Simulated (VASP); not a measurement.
# Si (Cmcm) in VASP: single point with PBE

Aim: the single point of Si with PBE.

All numbers are computed with VASP 6.6.1; they aren't measurements. Logs are shortened: lines on timing, memory, paths and dates and some standing lists are left out, and cuts for length are marked.

**1. The cell of the first run**

The structure is orthorhombic, space group Cmcm (No. 63). Conventional cell: a = 2.481 Å, b = 9.401 Å, c = 4.673 Å, α = 90.00°, β = 90.00°, γ = 90.00°. Si (site symmetry m2m) has 7 Si at 2.37 to 2.56 Å within 3.1 Å. Within 3.2 Å of Si (site symmetry m2m) lie 11 Si at 2.46 to 3.13 Å.

**2. Single point, PBE**

The input, INCAR:

```
SYSTEM = Si
ALGO = Normal
EDIFF = 1E-7
ENCUT = 520
GGA = PE
ISIF = 2
ISMEAR = -1
ISYM = 0
LASPH = .True.
LCHARG = .True.
LELF = .True.
LREAL = .False.
LVHAR = .True.
LWAVE = .False.
NBANDS = 16
NELM = 80
PREC = Accurate
SIGMA = 0.05
```

The input, KPOINTS:

```
Automatic mesh
0
Gamma
  10 10 4
  0.5 0.5 0.5
```

The input, POSCAR:

```
Si
1.0
    4.6908472745     -1.2758725132      0.0000000000
   -3.4503616457      3.4244566485      0.0000000000
    0.0000000000      0.0000000000      4.6727695893
Si
4
Direct
   -0.0197315786      0.0197315786      0.2500000000
    0.0197315786     -0.0197315786      0.7500000000
    0.2420066346      0.7579933654      0.2500000000
    0.7579933654      0.2420066346      0.7500000000
```

Potentials or basis: VASP PAW PBE potentials, release 64 (Si).

Started as:

```sh
cat potpaw_PBE.64/Si/POTCAR > POTCAR
mpirun -np 1 vasp_std > vasp.out
```

OUTCAR:

```text
SYSTEM = Si
   EDIFF = 1E-7
   ENCUT = 520
   GGA = PE
   ISIF = 2
   ISMEAR = -1
   ISYM = 0
   LASPH = .True.
   LREAL = .False.
   NELM = 80
   PREC = Accurate

 ion  position               nearest neighbor table
   1  0.980  0.020  0.250-   2 2.37   2 2.37   3 2.46   3 2.56   3 2.56   4 3.13   4 3.13
   2  0.020  0.980  0.750-   1 2.37   1 2.37   4 2.46   4 2.56   4 2.56   3 3.13   3 3.13
   3  0.242  0.758  0.250-   1 2.46   1 2.56   1 2.56   4 2.65   4 2.65   4 2.65   4 2.65   2 3.13
                             2 3.13
   4  0.758  0.242  0.750-   2 2.46   2 2.56   2 2.56   3 2.65   3 2.65   3 2.65   3 2.65   1 3.13
                             1 3.13

IMPORTANT INFORMATION: All symmetrisations will be switched off!
NOSYMM: (Re-)initialisation of all symmetry stuff for point group C_1.

----------------------------------------------------------------------------------------

                                     Primitive cell

  volume of cell :      54.4909

  direct lattice vectors                    reciprocal lattice vectors
     4.690847275 -1.275872513  0.000000000     0.293657885  0.295879320  0.000000000
    -3.450361646  3.424456649  0.000000000     0.109410065  0.402254849  0.000000000
     0.000000000  0.000000000  4.672769589     0.000000000  0.000000000  0.214005844

  length of vectors
     4.861265146  4.861265146  4.672769589     0.416868715  0.416868715  0.214005844

  position of ions in fractional coordinates (direct lattice)
     0.980268421  0.019731579  0.250000000
     0.019731579  0.980268421  0.750000000
     0.242006635  0.757993365  0.250000000
     0.757993365  0.242006635  0.750000000

  ion indices of the primitive-cell ions
   primitive index   ion index
                 1           1
                 2           2
                 3           3
                 4           4

----------------------------------------------------------------------------------------

 KPOINTS: Automatic mesh

Automatic generation of k-mesh.
 Grid dimensions read from file:
 generate k-points for:   10   10    4

 Generating k-lattice:

  Cartesian coordinates                     Fractional coordinates (reciprocal lattice)
     0.029365789  0.029587932  0.000000000     0.100000000 -0.000000000  0.000000000
     0.010941006  0.040225485  0.000000000    -0.000000000  0.100000000  0.000000000
     0.000000000  0.000000000  0.053501461     0.000000000  0.000000000  0.250000000

  Length of vectors
     0.041686872  0.041686872  0.053501461

  Shift w.r.t. Gamma in fractional coordinates (k-lattice)
     0.500000000  0.500000000  0.500000000

 Subroutine IBZKPT returns following result:
 ===========================================

 Found    200 irreducible k-points:

 Following reciprocal coordinates:
            Coordinates               Weight
  0.050000  0.050000  0.125000      2.000000
 -0.050000 -0.050000  0.125000      2.000000
  0.150000  0.050000  0.125000      2.000000
 -0.150000 -0.050000  0.125000      2.000000
  0.050000  0.150000 -0.125000      2.000000
 -0.050000 -0.150000 -0.125000      2.000000
[... 16 lines left out ...]
 -0.350000  0.050000  0.125000      2.000000
  0.350000 -0.050000  0.125000      2.000000
 [... further k-points ...]
   k-points           NKPTS =    200   k-points in BZ     NKDIM =    200   number of bands    NBANDS=     16
   number of dos      NEDOS =    301   number of ions     NIONS =      4
   total plane-waves  NPLWV =  46656
   dimension x,y,z NGX =    36 NGY =   36 NGZ =   36
   dimension x,y,z NGXF=    72 NGYF=   72 NGZF=   72
   ions per type =               4
   NGX,Y,Z   is equivalent  to a cutoff of  12.31, 12.31, 12.81 a.u.
   NGXF,Y,Z  is equivalent  to a cutoff of  24.62, 24.62, 25.62 a.u.
 SYSTEM =  Si
   PREC   = accura    normal or accurate (medium, high low for compatibility)
   ISTART =      0    job   : 0-new  1-cont  2-samecut
   ICHARG =      2    charge: 1-file 2-atom 10-const
   ISPIN  =      1    spin polarized calculation?
   LNONCOLLINEAR =      F non collinear calculations
   LSORBIT =      F    spin-orbit coupling
   LASPH  =      T    aspherical Exc in radial PAW
   ENCUT  =  520.0 eV  38.22 Ry    6.18 a.u.   9.04  9.04  8.69*2*pi/ulx,y,z
   NELM   =     80;   NELMIN=  2; NELMDL= -5     # of ELM steps
   EDIFF  = 0.1E-06   stopping-criterion for ELM
   LREAL  =      F    real-space projection
   EDIFFG = 0.1E-05   stopping-criterion for IOM
   NSW    =      0    number of steps for IOM
   IBRION =     -1    ionic relax: 0-MD 1-quasi-New 2-CG
   NFREE  =      0    steps in history (QN), initial steepest desc. (CG)
   ISIF   =      2    stress and relaxation
   ISYM   =      0    0-nonsym 1-usesym 2-fastsym
   POTIM  = 0.5000    time-step for ionic-motion
   TEBEG  =    0.0;   TEEND  =   0.0 temperature during run
   PSTRESS=    0.0 pullay stress
   NELECT =      16.0000    total number of electrons
   NUPDOWN=      -1.0000    fix difference up-down
   EMIN   =  10.00;   EMAX   =-10.00  energy-range for DOS
   EFERMI =   0.00;   METHOD = LEGACY
   ISMEAR =    -1;   SIGMA  =   0.05  broadening in eV -4-tet -1-fermi 0-gaus
   EFERMI_NEDOS =   21; number of points for ismear=-14 and -15
   IALGO  =     38    algorithm
   IMIX   =      4    mixing-type and parameters
     AMIX     =   0.40;   BMIX     =  1.00
     AMIX_MAG =   1.60;   BMIX_MAG =  1.00
  volume/ion in A,a.u.               =      13.62        91.93
  Fermi-wavevector in a.u.,A,eV,Ry     =   1.088111  2.056232 16.109114  1.183986
  Thomas-Fermi vector in A             =   2.224286
   LORBIT       =      0    0 simple, 1 ext, 2 COOP (PROOUT), +10 PAW based schemes
   GGA     = PE    functional components
   LHFCALC =     F    Hartree Fock is set to
   AEXX    =    0.0000 exact exchange contribution
   IVDW    =     0    specifies the selected vdW correction
   LEPSILON=     F    determine dielectric tensor
   LRPA    =     F    only Hartree local field effects (RPA)
 non-spin polarized calculation
  energy-cutoff  :      520.00
  volume of cell :       54.49
 maximum number of plane-waves:      1485
   NGX = 19   NGY = 19   NGZ = 17

 number of electron      15.9999999 magnetization

 Free energy of the ion-electron system (eV)
  ---------------------------------------------------
  ext. energy  EPLUGINS =         0.00000000
  ---------------------------------------------------
  free energy    TOTEN  =       -19.82459743 eV

  energy without entropy =      -19.81310405  energy(sigma->0) =      -19.81885074

 E-fermi :  10.7164     XC(G=0): -11.3712

 val. band max:       10.7052603859   @ k =  -0.0500   0.4500  -0.1250
 cond. band min:      10.7238553134   @ k =   0.1500  -0.4500  -0.3750
 fundamental gap:      0.0185949275
 Fermi energy:        10.7164294493

 k-point     1 :       0.0500    0.0500    0.1250
  band No.  band energies     occupation
      1      -3.8341      2.00000
      2       0.8977      2.00000
      3       2.0155      2.00000
      4       3.2686      2.00000
      5       4.4964      2.00000
      6       6.7614      2.00000
[... 8 lines left out ...]
     15      20.6128      0.00000
     16      21.1016      0.00000

 k-point     2 :      -0.0500   -0.0500    0.1250
  band No.  band energies     occupation
      1      -3.8341      2.00000
      2       0.8977      2.00000
      3       2.0155      2.00000
      4       3.2686      2.00000
      5       4.4964      2.00000
      6       6.7614      2.00000
[... 8 lines left out ...]
     15      20.6128      0.00000
     16      21.1016      0.00000

 k-point     3 :       0.1500    0.0500    0.1250
  band No.  band energies     occupation
      1      -3.1166      2.00000
      2       1.5872      2.00000
      3       2.4774      2.00000
      4       4.1750      2.00000
      5       5.1775      2.00000
      6       7.0793      2.00000
[... 8 lines left out ...]
     15      19.3591      0.00000
     16      20.5111      0.00000

 k-point     4 :      -0.1500   -0.0500    0.1250
  band No.  band energies     occupation
      1      -3.1166      2.00000
      2       1.5872      2.00000
      3       2.4774      2.00000
      4       4.1750      2.00000
      5       5.1775      2.00000
      6       7.0793      2.00000
[... 8 lines left out ...]
     15      19.3591      0.00000
     16      20.5111      0.00000

 k-point     5 :       0.0500    0.1500   -0.1250
  band No.  band energies     occupation
      1      -3.1166      2.00000
      2       1.5872      2.00000
      3       2.4774      2.00000
      4       4.1750      2.00000
      5       5.1775      2.00000
      6       7.0793      2.00000
[... 8 lines left out ...]
     15      19.3591      0.00000
     16      20.5111      0.00000

 k-point     6 :      -0.0500   -0.1500   -0.1250
  band No.  band energies     occupation
      1      -3.1166      2.00000
      2       1.5872      2.00000
      3       2.4774      2.00000
      4       4.1750      2.00000
      5       5.1775      2.00000
      6       7.0793      2.00000
[... 8 lines left out ...]
     15      19.3591      0.00000
     16      20.5111      0.00000
[... 267 lines left out ...]
 k-point    21 :       0.0500   -0.4500   -0.1250
  band No.  band energies     occupation
      1       0.0224      2.00000
      2       3.0725      2.00000
      3       4.7038      2.00000
      4       4.7748      2.00000
      5       7.0790      2.00000
      6       7.7579      2.00000
[... 8 lines left out ...]
     15      15.6178      0.00000
     16      18.1515      0.00000

 k-point    22 :      -0.0500    0.4500   -0.1250
  band No.  band energies     occupation
      1       0.0224      2.00000
      2       3.0725      2.00000
      3       4.7038      2.00000
      4       4.7748      2.00000
      5       7.0790      2.00000
      6       7.7579      2.00000
[... 8 lines left out ...]
     15      15.6178      0.00000
     16      18.1515      0.00000

 k-point    23 :      -0.3500    0.0500    0.1250
  band No.  band energies     occupation
      1      -1.7166      2.00000
      2       2.0153      2.00000
      3       3.0877      2.00000
      4       6.3092      2.00000
      5       6.6640      2.00000
      6       7.1843      2.00000
[... 8 lines left out ...]
     15      16.9785      0.00000
     16      18.2607      0.00000

 k-point    24 :       0.3500   -0.0500    0.1250
  band No.  band energies     occupation
      1      -1.7166      2.00000
      2       2.0153      2.00000
      3       3.0877      2.00000
      4       6.3092      2.00000
      5       6.6640      2.00000
      6       7.1843      2.00000
[... 8 lines left out ...]
     15      16.9785      0.00000
     16      18.2607      0.00000

 [... further k-points ...]
[... 5 lines left out ...]
  --------------------------------------------------------------------------------------
  -------------------------------------------------------------------------------------
  Total        4.8555692      4.8598608      4.8444680      0.0037132      0.0000000     -0.0000000
  in kB      142.7665141    142.8926997    142.4401114      0.1091785      0.0000003     -0.0000003
  external PRESSURE =     142.6997751 kB  Pullay stress =       0.0000000 kB

 VOLUME and BASIS-vectors are now :
 -----------------------------------------------------------------------------
  energy-cutoff  :      520.00
  volume of cell :       54.49
      direct lattice vectors                 reciprocal lattice vectors
     4.690847275 -1.275872513  0.000000000     0.293657885  0.295879320  0.000000000
    -3.450361646  3.424456649  0.000000000     0.109410065  0.402254849  0.000000000
     0.000000000  0.000000000  4.672769589     0.000000000  0.000000000  0.214005844

 POSITION                                       TOTAL-FORCE (eV/Angst)
 -----------------------------------------------------------------------------------
      4.53021     -1.18313      1.16819         0.001556     -0.000899      0.000000
     -3.28972      3.33171      3.50458        -0.001556      0.000899     -0.000000
     -1.48014      2.28695      1.16819         0.001299     -0.000750      0.000000
      2.72062     -0.13836      3.50458        -0.001299      0.000750     -0.000000
 -----------------------------------------------------------------------------------
    total drift:                               -0.000000     -0.000000      0.000000

  FREE ENERGIE OF THE ION-ELECTRON SYSTEM (eV)
  ---------------------------------------------------
  free  energy   TOTEN  =       -19.8245974254 eV

  energy  without entropy=      -19.8131040467  energy(sigma->0) =      -19.81885074
```

Wall time 69 s (1 thread of Intel Xeon 6975P-C (Granite Rapids), shared host); peak memory 0.27 GiB.

What came out:

```
Free energy            : -19.8246 eV
Pressure               : 14.3 GPa
Band gap on the k mesh : zero (band 8 reaches 12.72 eV, above the bottom of band 9 at 8.85 eV)
```
